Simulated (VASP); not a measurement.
Set up this calculation in VASP 6.6.1, as the native input.

```
Task                   : single point
Functional             : PBEsol
Potentials or basis    : VASP PAW PBE potentials, release 64 (Cu)
Cutoff                 : 520 eV
k mesh                 : 22 × 22 × 22
Occupations            : gaussian, width 0.15 eV
Spin                   : no spin polarisation
Dipole correction      : no
Further INCAR settings : ALGO = Normal; EDIFF = 1e-07; NBANDS = 12
```

The structure of Cu lies in POSCAR:

```
Cu
1.0
    0.0000000000      1.7816422171      1.7816422171
    1.7816422171      0.0000000000      1.7816422171
    1.7816422171      1.7816422171      0.0000000000
Cu
1
Direct
    0.0000000000      0.0000000000      0.0000000000
```

These files were run (other wordings do the same):

INCAR

```
SYSTEM = Cu
ALGO = Normal
EDIFF = 1E-7
ENCUT = 520
GGA = PS
ISIF = 2
ISMEAR = 0
LASPH = .True.
LCHARG = .False.
LREAL = .False.
LWAVE = .False.
NBANDS = 12
NELM = 60
PREC = Accurate
SIGMA = 0.15
```

KPOINTS

```
k-points
0
Gamma
  22 22 22
  0 0 0
```

Potentials or basis: VASP PAW PBE potentials, release 64 (Cu).

Command:

```sh
$ cat potpaw_PBE.64/Cu/POTCAR > POTCAR
$ mpirun -np 1 vasp_std > vasp.out
```

Results of the run:

The pressure is 0.8 GPa.

Caveat: the PAW data sets were made with another functional, which shifts forces and pressure a little.

It took 35 s on 1 thread of AMD EPYC 7R43 64-Core Processor (Zen 3) (shared host), peak memory 0.11 GiB.
